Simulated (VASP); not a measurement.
# Sb: single point with PBE

Sb, a slab with vacuum:

```xyz
2
Lattice="4.1052 0.0000 0.0000 -2.0526 3.5552 0.0000 0.0000 0.0000 26.8552" Properties=species:S:1:pos:R:3 pbc="T T T"
Sb    0.0000    2.3701    8.4589
Sb    2.0526    1.1851   10.0688
```

- Program: VASP 6.6.1
- Task: single point
- Functional: PBE
- Potentials or basis: VASP PAW PBE potentials, release 64 (Sb)
- Cutoff: 520 eV
- k mesh: 12 × 12 × 1
- Occupations: fermi-dirac, width 0.02 eV
- Spin: no spin polarisation

```yaml
Largest_force: 0.368 eV/Å
Band_gap_on_the_k_mesh: 1.36 eV (least direct gap 1.60 eV)
```

Forces in eV/Å, atoms in the order of the input:
```
Sb   0.000  0.000 -0.368
Sb   0.000  0.000  0.368
```

Levels at points of the mesh, in eV from the valence-band top:
```
           k point  band 2  band 3  band 4  band 5  band 6  band 7  band 8  band 9
(0.00, 0.00, 0.00)   -6.15   -0.46    0.00    0.00    1.60    2.87    2.87    4.39
(0.50, 0.00, 0.00)   -7.75   -2.87   -1.57   -1.36    1.67    2.62    3.72    5.19
```

It took 3.2 min on 1 thread of Intel Xeon 8259CL (shared host), peak memory 0.5 GiB.

Caveat: spin-orbit coupling is left out, which moves the levels of the heavy elements.
